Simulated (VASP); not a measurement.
Input of a VASP 6.6.1 run:

File INCAR:

```
PREC = Accurate
ENCUT = 520
EDIFF = 1E-7
ISMEAR = 0
SIGMA = 0.1
LREAL = F
LASPH = T
NELM = 80
ALGO = Normal
ISIF = 2
LWAVE = F
LCHARG = F
GGA = PE
NBANDS = 10
```

KPOINTS

```
regular mesh
0
Gamma
  14 14 14
```

The input POSCAR:

```
SbH
1.0
    0.0000000000      2.4617743528      2.4617743528
    2.4617743528      0.0000000000      2.4617743528
    2.4617743528      2.4617743528      0.0000000000
Sb H
1 1
Direct
    0.0000000000      0.0000000000      0.0000000000
    0.5000000000      0.5000000000      0.5000000000
```

Potentials or basis: VASP PAW PBE potentials, release 64 (Sb, H).

The run is started by

```console
$ cat potpaw_PBE.64/Sb/POTCAR potpaw_PBE.64/H/POTCAR > POTCAR
$ mpirun -np 1 vasp_std > vasp.out
```

Task: What does it give for the band gap on the k mesh?

Result: Zero (band 3 reaches 12.04 eV, above the bottom of band 4 at 5.05 eV).

Task: What does it give for the pressure?

Result: -0.3 GPa.

Caveat: spin-orbit coupling is left out, which moves the levels of the heavy elements.
